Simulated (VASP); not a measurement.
# Al7C (Fm-3m) in VASP: notebook, part 2 of 2

VASP 6.6.1. Earlier steps stand in the parts before.

## Step 4: Relaxation of cell and atoms, PBE

Contents of INCAR:

```
  PREC = Accurate
  ENCUT = 600
  EDIFF = 1E-7
  ISMEAR = 0
  SIGMA = 0.1
  LREAL = F
  LASPH = T
  NELM = 80
  ALGO = Normal
  ISIF = 3
  LWAVE = F
  LCHARG = F
  GGA = PE
  IBRION = 2
  NSW = 90
  EDIFFG = -0.04
```

Contents of KPOINTS:

```
regular mesh
0
Gamma
  4 4 4
```

Contents of POSCAR:

```
Al7C
1.0
    0.0000000000      3.9519738900      3.9519738900
    3.9519738900      0.0000000000      3.9519738900
    3.9519738900      3.9519738900      0.0000000000
Al C
7 1
Direct
    0.2233681000      0.7766319000      0.7766319000
    0.7766319000      0.2233681000      0.2233681000
    0.7766319000      0.2233681000      0.7766319000
    0.2233681000      0.7766319000      0.2233681000
    0.7766319000      0.7766319000      0.2233681000
    0.2233681000      0.2233681000      0.7766319000
    0.5000000000      0.5000000000      0.5000000000
    0.0000000000      0.0000000000      0.0000000000
```

Potentials or basis: VASP PAW PBE potentials, release 64 (Al, C).

On the command line:

```bash
> cat potpaw_PBE.64/Al/POTCAR potpaw_PBE.64/C/POTCAR > POTCAR
> mpirun -np 1 vasp_std > vasp.out
```

OUTCAR:

```text
PREC = Accurate
   ENCUT = 600
   EDIFF = 1E-7
   ISMEAR = 0
   LREAL = F
   LASPH = T
   NELM = 80
   ISIF = 3
   GGA = PE
   IBRION = 2
   NSW = 90
   EDIFFG = -0.04

 ion  position               nearest neighbor table
   1  0.223  0.777  0.777-   8 1.77   7 2.19   5 2.50   6 2.50   3 2.50   4 2.50   5 3.09   3 3.09
                             4 3.09   6 3.09
   2  0.777  0.223  0.223-   8 1.77   7 2.19   5 2.50   6 2.50   3 2.50   4 2.50   5 3.09   3 3.09
                             4 3.09   6 3.09
   3  0.777  0.223  0.777-   8 1.77   7 2.19   5 2.50   6 2.50   1 2.50   2 2.50   5 3.09   2 3.09
                             1 3.09   6 3.09
   4  0.223  0.777  0.223-   8 1.77   7 2.19   5 2.50   6 2.50   1 2.50   2 2.50   5 3.09   2 3.09
                             1 3.09   6 3.09
   5  0.777  0.777  0.223-   8 1.77   7 2.19   3 2.50   4 2.50   1 2.50   2 2.50   3 3.09   2 3.09
                             1 3.09   4 3.09
   6  0.223  0.223  0.777-   8 1.77   7 2.19   3 2.50   4 2.50   1 2.50   2 2.50   1 3.09   4 3.09
                             3 3.09   2 3.09
   7  0.500  0.500  0.500-   1 2.19   2 2.19   3 2.19   4 2.19   5 2.19   6 2.19
   8  0.000  0.000  0.000-   1 1.77   2 1.77   3 1.77   4 1.77   5 1.77   6 1.77

  LATTYP: Found a face centered cubic cell.
 ALAT       =     7.9039477800

  Lattice vectors:

 A1 = (   0.0000000000,   3.9519738900,   3.9519738900)
 A2 = (   3.9519738900,   0.0000000000,   3.9519738900)
 A3 = (   3.9519738900,   3.9519738900,   0.0000000000)

Analysis of symmetry for initial positions (statically):
[... 257 lines left out ...]

 val. band max:        4.2289374507   @ k =   0.5000   0.0000   0.0000
 cond. band min:       4.3180655075   @ k =  -0.2500   0.2500   0.0000
 fundamental gap:      0.0891280568
 Fermi energy:         4.2932869723

 k-point     1 :       0.0000    0.0000    0.0000
  band No.  band energies     occupation
      1      -8.5702      2.00000
      2      -4.1337      2.00000
      3      -2.0055      2.00000
      4      -2.0055      2.00000
      5      -2.0055      2.00000
      6       0.6325      2.00000
[... 184 lines left out ...]
  FREE ENERGIE OF THE ION-ELECTRON SYSTEM (eV)
  ---------------------------------------------------
  free  energy   TOTEN  =       -27.5591954813 eV

  energy  without entropy=      -27.5349259113  energy(sigma->0) =      -27.54706070

[... ionic steps 4 to 7 ...]

--------------------------------------- Ionic step        8  -------------------------------------------

 number of electron      25.0000000 magnetization

------------------------ aborting loop because EDIFF is reached ----------------------------------------
[... 79 lines left out ...]
--------------------------------------- Ionic step       10  -------------------------------------------

 number of electron      25.0000000 magnetization

 Free energy of the ion-electron system (eV)
  ---------------------------------------------------
  ext. energy  EPLUGINS =         0.00000000
  ---------------------------------------------------
  free energy    TOTEN  =       -28.44924196 eV

  energy without entropy =      -28.42082554  energy(sigma->0) =      -28.43503375

 E-fermi :   3.3060     XC(G=0):  -8.1978

 val. band max:        3.2357286360   @ k =  -0.2500   0.2500   0.0000
 cond. band min:       3.3620053065   @ k =   0.5000   0.2500   0.0000
 fundamental gap:      0.1262766704
 Fermi energy:         3.3059736724

 k-point     1 :       0.0000    0.0000    0.0000
  band No.  band energies     occupation
      1      -9.8657      2.00000
      2      -3.9611      2.00000
      3      -3.2035      2.00000
      4      -3.2035      2.00000
      5      -3.2035      2.00000
      6       0.4601      2.00000
[... 184 lines left out ...]
  FREE ENERGIE OF THE ION-ELECTRON SYSTEM (eV)
  ---------------------------------------------------
  free  energy   TOTEN  =       -28.4492419646 eV

  energy  without entropy=      -28.4208255411  energy(sigma->0) =      -28.43503375

 reached required accuracy - stopping structural energy minimisation
```

CONTCAR:

```text
Al7C
   1.00000000000000
    -0.0000000000000000    4.6349713404501687    4.6349713404501687
     4.6349713404501687   -0.0000000000000000    4.6349713404501687
     4.6349713404501687    4.6349713404501687   -0.0000000000000000
  Al              C
     7     1
Direct
     0.2225608289924615    0.7774391710075386    0.7774391710075386
     0.7774391710075386    0.2225608289924615    0.2225608289924615
     0.7774391710075386    0.2225608289924615    0.7774391710075386
     0.2225608289924615    0.7774391710075387    0.2225608289924615
     0.7774391710075386    0.7774391710075386    0.2225608289924615
     0.2225608289924615    0.2225608289924615    0.7774391710075386
     0.5000000000000000    0.5000000000000000    0.5000000000000000
     0.0000000000000000    0.0000000000000000    0.0000000000000000

  0.00000000E+00  0.00000000E+00  0.00000000E+00
  0.00000000E+00  0.00000000E+00  0.00000000E+00
  0.00000000E+00  0.00000000E+00  0.00000000E+00
  0.00000000E+00  0.00000000E+00  0.00000000E+00
  0.00000000E+00  0.00000000E+00  0.00000000E+00
  0.00000000E+00  0.00000000E+00  0.00000000E+00
  0.00000000E+00  0.00000000E+00  0.00000000E+00
  0.00000000E+00  0.00000000E+00  0.00000000E+00
```

Run time: 4 min. Hardware: 1 thread of Intel Xeon Platinum 8488C (Sapphire Rapids), shared host; peak memory 0.33 GiB.

Results:

```
Free energy                            : -28.4492 eV
Relaxed volume                         : 24.89 Å³/atom
Relaxed cell                           : a = 6.555 Å, b = 6.555 Å, c = 6.555 Å, α = 60.00°, β = 60.00°, γ = 60.00°
Space group after relaxing (to 0.05 Å) : Fm-3m (No. 225)
Energy gained by relaxing              : 943.8 meV/atom
Ionic steps                            : 10
Pressure after relaxing                : -0.1 GPa
Largest force after relaxing           : 0.019 eV/Å
```

Forces in eV/Å, atoms in the order of the input:
```
Al  -0.019  0.000  0.000
Al   0.019  0.000  0.000
Al   0.000 -0.019  0.000
Al   0.000  0.019  0.000
Al   0.000  0.000 -0.019
Al   0.000  0.000  0.019
Al   0.000  0.000  0.000
C    0.000  0.000  0.000
```

The path:
| step | energy change (eV) | largest force (eV/Å) | pressure (GPa) | volume (Å³) |
| --- | --- | --- | --- | --- |
| 1 | 0.0000 | 3.7465 | 48.64 | 123.44 |
| 2 | -5.4565 | 2.0028 | -4.09 | 227.48 |
| 3 | -6.6601 | 1.7335 | 3.72 | 177.69 |
| 4 | -6.6589 | 1.8544 | 2.08 | 183.75 |
| 5 | -6.6660 | 1.8224 | 2.55 | 181.92 |
| 6 | -7.3515 | 0.9008 | -0.23 | 195.37 |
| 7 | -7.4883 | 0.2350 | -1.91 | 208.05 |
| 8 | -7.4934 | 0.3299 | -1.69 | 205.96 |
| 9 | -7.5493 | 0.0674 | 0.17 | 198.33 |
| 10 | -7.5502 | 0.0187 | -0.05 | 199.15 |

Final structure:
```cif
data_structure
_symmetry_space_group_name_H-M 'P 1'
_symmetry_Int_Tables_number 1
_cell_length_a 6.5548
_cell_length_b 6.5548
_cell_length_c 6.5548
_cell_angle_alpha 60.000
_cell_angle_beta 60.000
_cell_angle_gamma 60.000
_cell_volume 199.15
loop_
_atom_site_label
_atom_site_type_symbol
_atom_site_fract_x
_atom_site_fract_y
_atom_site_fract_z
_atom_site_occupancy
Al1 Al 0.22256 0.77744 0.77744 1
Al2 Al 0.77744 0.22256 0.22256 1
Al3 Al 0.77744 0.22256 0.77744 1
Al4 Al 0.22256 0.77744 0.22256 1
Al5 Al 0.77744 0.77744 0.22256 1
Al6 Al 0.22256 0.22256 0.77744 1
Al7 Al 0.50000 0.50000 0.50000 1
C1 C 0.00000 0.00000 0.00000 1
```

Caveat: the volume moved by over 15 % at a fixed basis, so the end points are rough.

## Step 5: Summary

```tsv
task	cell	cutoff (eV)	gap on the mesh (eV)	pressure (GPa)	largest force (eV/Å)
single point	a = 5.589 Å, angles 60.0°, 8 atoms	520	none	48.7	3.75
single point	a = 6.551 Å, angles 60.0°, 8 atoms	520	none	0.0	-
relaxation of cell and atoms	relaxed from a = 5.589 Å, angles 60.0°, 8 atoms	600	none	-0.1	0.02
```

Alike in all rows: level PBE; potentials or basis VASP PAW PBE potentials, release 64 (Al, C); no spin polarisation; k mesh 4 × 4 × 4; smearing gaussian 0.1 eV.

Caveats: forces of over 1 eV/Å act on the atoms, so gaps and moduli don't describe the material at rest (some runs); the volume moved by over 15 % at a fixed basis, so the end points are rough (some runs).

Absolute energies hang on the potentials; compare differences alone.
